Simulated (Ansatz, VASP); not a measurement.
One calculation of NaCl, two programs

INCAR

```
SYSTEM = NaCl
PREC = Accurate
ENCUT = 520
EDIFF = 1E-7
ISMEAR = 0
SIGMA = 0.01
LREAL = .False.
LASPH = .True.
NELM = 80
ALGO = Normal
ISIF = 2
LWAVE = .False.
LCHARG = .True.
GGA = CA
LELF = .True.
LVHAR = .True.
NBANDS = 14
```

Contents of KPOINTS:

```
Automatic mesh
0
Gamma
  8 8 8
  0 0 0
```

Contents of POSCAR:

```
NaCl
1.0
    0.0000000000      2.7321936073      2.7321936073
    2.7321936073      0.0000000000      2.7321936073
    2.7321936073      2.7321936073      0.0000000000
Na Cl
1 1
Direct
   -0.0018300314     -0.0018300314     -0.0018300314
    0.5000000000      0.5000000000      0.5000000000
```

Input for Ansatz:

```yaml
crystal:
  lattice:
    - [0.0, 2.73219360726, 2.73219360726]
    - [2.73219360726, 0.0, 2.73219360726]
    - [2.73219360726, 2.73219360726, 0.0]
  atoms:
    - { symbol: Na, position: [-0.001830031366, -0.001830031366, -0.001830031366] }
    - { symbol: Cl, position: [0.5, 0.5, 0.5] }
kpoints:
  mp_grid: { grid: [8, 8, 8] }
scf:
  occupations: { method: fixed }
  convergence: { dr2_threshold: 1.0e-10 }
hamiltonian:
  xc: lda
  pseudopotentials: { kind: all_electron, lapw: { basis_error: 0.0005 } }
output:
  forces: true
  stress: true
  eigenstates:
    kpoints:
      - [0.0, 0.0, 0.0]
      - [-0.5, 0.0, -0.5]
      - [0.0, -0.5, -0.5]
      - [-0.5, -0.5, 0.0]
      - [-0.5, 0.0, 0.0]
      - [0.0, -0.5, 0.0]
      - [0.0, 0.0, -0.5]
      - [-0.5, -0.5, -0.5]
  eigenvalues: true
```

Change from the starting cell: atom 1 moved by [-0.01, -0.01, -0.01] A.

Alike in both runs: task single point; functional LDA; k mesh 8 × 8 × 8; no spin polarisation.

|  | VASP | Ansatz |
| --- | --- | --- |
| version | VASP 6.6.1 | Ansatz 0.2.0 |
| potentials or method | VASP PAW LDA potentials, release 64 (Na_pv, Cl), cutoff 520 eV | all-electron LAPW, scalar-relativistic |
| occupations | gaussian, width 0.01 eV | fixed |

```tsv
	VASP	Ansatz	Ansatz less VASP
gap on the k mesh at the Fermi level (eV)	5.08	5.08	-0.005
pressure (GPa)	0.0	0.0	+0.01
rms of the force components (eV/Å)	0.018	0.018	-0.0001
```

LDA's correlation is that of Perdew and Zunger in VASP and of Perdew and Wang (1992) in Ansatz. Atom by atom the forces differ by 0.000 eV/Å (rms over components). Ansatz ran all-electron here, and VASP with PAW potentials.
